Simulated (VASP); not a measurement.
A run of VASP 6.6.1 is set up as follows.

File INCAR:

```
SYSTEM = RbIr
PREC     = Accurate       ! precision mode
ENCUT    = 520            ! plane-wave cutoff, eV
EDIFF    = 1E-7           ! SCF threshold, eV
ISMEAR   = -1             ! smearing method
SIGMA    = 0.05           ! smearing width, eV
LREAL    = .False.        ! projectors in reciprocal space
LASPH    = .True.         ! aspherical terms in the spheres
NELM     = 80             ! most SCF steps
ALGO     = Normal         ! electronic algorithm
ISIF     = 2              ! what is computed and relaxed
LWAVE    = .False.        ! write WAVECAR
LCHARG   = .False.        ! write CHGCAR
GGA      = PE             ! functional
NBANDS   = 16             ! bands
```

File KPOINTS:

```
regular mesh
0
Gamma
  9 9 9
  0 0 0
```

File POSCAR:

```
RbIr
1.0
    3.8079190921      0.0000000000      0.0000000000
    0.0000000000      3.8079190921      0.0000000000
    0.0000000000      0.0000000000      3.8079190921
Rb Ir
1 1
Direct
    0.0000000000      0.0000000000      0.0000000000
    0.5000000000      0.5000000000      0.5000000000
```

Potentials or basis: VASP PAW PBE potentials, release 64 (Rb_sv, Ir).

Run with:

```bash
$ cat potpaw_PBE.64/Rb_sv/POTCAR potpaw_PBE.64/Ir/POTCAR > POTCAR
$ mpirun -np 1 vasp_std > vasp.out
```

(1) Predict the pressure.

(2) Estimate the band gap on the k mesh.

Results:

(1) 0.1 GPa.

(2) zero (bands 9 and 10 overlap by 0.63 eV).

Caveat: spin-orbit coupling is left out, which moves the levels of the heavy elements.
